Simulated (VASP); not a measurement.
## B48N47 (a cell with a defect): single point with PBEsol

B48N47 (a cell with a defect):

```xyz
95
Lattice="7.6230 0.0000 0.0000 0.0000 8.8023 0.0000 0.0000 0.0000 8.4066" Properties=species:S:1:pos:R:3 pbc="T T T"
B     7.6209    1.4665    0.0125
B     7.6212    1.4766    4.2235
B     2.5377    1.4592    0.0079
B     2.5345    1.4218    4.2290
B     1.2638    3.6631    0.0050
B     1.2627    3.6620    4.2312
B     7.6209    5.8770    0.0014
B     7.6202    5.8954    4.2283
B     5.0811    1.4590    0.0079
B     5.0852    1.4216    4.2282
B     3.8097    3.6473    8.3466
B     3.8100    3.3244    4.3129
B     2.5237    5.8787    8.3455
B     2.2471    6.0426    4.3137
B     1.2629    8.0758    0.0063
B     1.2388    8.1016    4.2283
B     6.3549    3.6632    0.0050
B     6.3553    3.6608    4.2313
B     5.0955    5.8790    8.3459
B     5.3677    6.0398    4.3133
B     3.8092    8.0742    0.0039
B     3.8086    8.0667    4.2303
B     6.3557    8.0758    0.0064
B     6.3797    8.1009    4.2284
B     1.2675    0.7369    2.1021
B     1.2602    0.7380    6.3257
B     7.6205    2.9286    2.1084
B     7.6204    2.9240    6.3223
B     3.8089    0.7371    2.1040
B     3.8089    0.7385    6.3255
B     2.5312    2.9330    2.0892
B     2.5117    2.9180    6.3215
B     1.2633    5.1270    2.0849
B     1.2493    5.1144    6.3215
B     7.6201    7.3403    2.0974
B     7.6200    7.3419    6.3273
B     6.3503    0.7365    2.1021
B     6.3570    0.7378    6.3256
B     5.0873    2.9320    2.0898
B     5.1060    2.9177    6.3214
B     3.8093    5.1339    1.6996
B     3.8088    5.1322    6.2403
B     2.5413    7.3441    2.0878
B     2.5395    7.3688    6.3221
B     6.3546    5.1272    2.0848
B     6.3677    5.1145    6.3214
B     5.0764    7.3438    2.0872
B     5.0780    7.3687    6.3222
N     7.6209    1.4670    1.5858
N     7.6207    1.4693    5.7886
N     2.5410    1.4720    1.5828
N     2.5349    1.4614    5.7871
N     1.2690    3.6687    1.5839
N     1.2660    3.6649    5.7862
N     7.6209    5.8675    1.5781
N     7.6203    5.8666    5.7835
N     5.0778    1.4718    1.5827
N     5.0837    1.4612    5.7872
N     3.8096    3.6740    1.5718
N     3.8098    3.6436    5.7546
N     2.5431    5.8652    1.5730
N     2.5202    5.8795    5.7522
N     1.2714    8.0661    1.5815
N     1.2641    8.0751    5.7863
N     6.3500    3.6685    1.5841
N     6.3528    3.6648    5.7860
N     5.0759    5.8661    1.5703
N     5.0979    5.8786    5.7534
N     3.8093    8.0687    1.5820
N     3.8089    8.0726    5.7862
N     6.3471    8.0662    1.5812
N     6.3539    8.0750    5.7864
N     1.2690    0.7384    3.6826
N     1.2668    0.7344    7.8900
N     7.6206    2.9433    3.6873
N     7.6204    2.9352    7.8886
N     3.8088    0.7182    3.6874
N     3.8088    0.7321    7.8883
N     2.5487    2.9581    3.6727
N     2.5354    2.9311    7.8786
N     1.2843    5.1355    3.6724
N     1.2651    5.1338    7.8774
N     7.6197    7.3436    3.6861
N     7.6203    7.3367    7.8870
N     6.3491    0.7369    3.6825
N     6.3508    0.7344    7.8900
N     5.0704    2.9530    3.6731
N     5.0826    2.9310    7.8786
N     3.8090    5.1347    7.8224
N     2.5530    7.3153    3.6724
N     2.5373    7.3391    7.8777
N     6.3304    5.1348    3.6725
N     6.3526    5.1338    7.8771
N     5.0634    7.3141    3.6724
N     5.0801    7.3395    7.8774
```

| Item | Value |
| --- | --- |
| Program | VASP 6.6.1 |
| Task | single point |
| Functional | PBEsol |
| Potentials or basis | VASP PAW PBE potentials, release 64 (B, N) |
| Cutoff | 520 eV |
| k mesh | 1 × 1 × 1, shifted |
| Occupations | fermi-dirac, width 0.05 eV |
| Spin | no spin polarisation |
| Dipole correction | no |
| Charge | 3 |
| Further INCAR settings | LREAL = Auto; ALGO = Normal; EDIFF = 1e-06; NBANDS = 242; ISYM = 0; NELECT = 376.0 |

The largest force is 0.054 eV/Å.

Forces on the atoms (eV/Å):
```
B   -0.011 -0.003 -0.006
B   -0.018 -0.022  0.006
B   -0.012 -0.002 -0.001
B   -0.020  0.005 -0.007
B   -0.005  0.002 -0.007
B    0.005 -0.002 -0.008
B   -0.013  0.004  0.000
B   -0.019 -0.004  0.000
B   -0.011  0.000 -0.001
B   -0.012 -0.020  0.017
B   -0.016 -0.002  0.005
B   -0.020  0.019  0.003
B   -0.015  0.001  0.011
B    0.016 -0.043 -0.017
B   -0.008 -0.008  0.000
B   -0.008 -0.003  0.009
B   -0.011 -0.002 -0.008
B   -0.005  0.000 -0.014
B   -0.013  0.005 -0.008
B   -0.004  0.024  0.001
B   -0.010 -0.005 -0.011
B    0.005 -0.014  0.000
B   -0.015 -0.004 -0.007
B   -0.024 -0.006  0.013
B    0.011  0.008 -0.002
B    0.010  0.004  0.002
B    0.011 -0.009  0.006
B    0.008 -0.006  0.009
B    0.006  0.004 -0.009
B    0.008  0.003  0.001
B    0.013 -0.004  0.016
B    0.015 -0.002 -0.001
B    0.011 -0.001  0.006
B    0.018 -0.001  0.000
B    0.014  0.005 -0.012
B    0.010  0.002 -0.002
B    0.012  0.009 -0.003
B    0.014  0.009  0.004
B    0.000  0.002 -0.001
B    0.012  0.000  0.008
B    0.008  0.001  0.014
B    0.006  0.000 -0.001
B    0.007 -0.006 -0.004
B    0.010 -0.003  0.002
B   -0.006 -0.004  0.000
B    0.007 -0.007  0.006
B    0.007  0.001  0.006
B    0.002 -0.006 -0.003
N   -0.011 -0.001  0.001
N   -0.009 -0.002 -0.005
N   -0.008  0.001  0.003
N   -0.007 -0.003  0.005
N   -0.017 -0.003 -0.003
N   -0.011  0.007 -0.007
N   -0.013  0.000  0.010
N   -0.006  0.007 -0.001
N   -0.007 -0.005  0.003
N   -0.012 -0.005 -0.002
N   -0.001 -0.018  0.005
N   -0.014  0.020  0.011
N   -0.015  0.019 -0.021
N   -0.002 -0.017  0.030
N   -0.009  0.004 -0.001
N   -0.009  0.002  0.004
N   -0.008  0.001 -0.002
N   -0.015  0.002 -0.002
N   -0.002 -0.007  0.019
N   -0.021  0.003 -0.005
N   -0.013  0.001  0.003
N   -0.004 -0.002 -0.008
N   -0.009 -0.003  0.004
N   -0.006 -0.004 -0.002
N    0.014  0.008 -0.003
N    0.012  0.003 -0.001
N    0.005  0.011 -0.006
N    0.008 -0.001  0.004
N    0.013  0.006  0.003
N    0.012  0.003 -0.003
N   -0.015 -0.034 -0.016
N    0.005  0.000  0.000
N    0.004  0.011  0.009
N    0.011 -0.005  0.001
N    0.021 -0.004 -0.004
N    0.010 -0.001 -0.001
N    0.013  0.026 -0.004
N    0.012  0.003 -0.001
N    0.023  0.044 -0.022
N    0.017 -0.002 -0.003
N    0.004 -0.002  0.001
N    0.011  0.020 -0.010
N    0.013  0.009  0.008
N    0.035 -0.014 -0.014
N    0.017 -0.007  0.006
N    0.000  0.005 -0.008
N    0.012  0.003  0.014
```

Levels at points of the mesh, in eV from the Fermi level:
| k point | band 185 | band 186 | band 187 | band 188 | band 189 | band 190 | band 191 | band 192 |
| --- | --- | --- | --- | --- | --- | --- | --- | --- |
| (0.25, 0.25, 0.25) | -1.68 | -1.60 | -1.24 | -0.92 | 0.92 | 3.26 | 3.52 | 3.56 |

Wall time 21 min on 1 thread of Intel(R) Xeon(R) Platinum 8375C CPU @ 2.90GHz (Ice Lake), on a shared host, peak memory 0.77 GiB.

Caveat: the k points lie up to 0.82 Å⁻¹ apart; the cell carries a net charge on a neutralising background, which shifts energy and pressure; the cell is charged against a uniform background, so pressure and absolute levels hang on convention; the PAW data sets were made with another functional, which shifts forces and pressure a little.
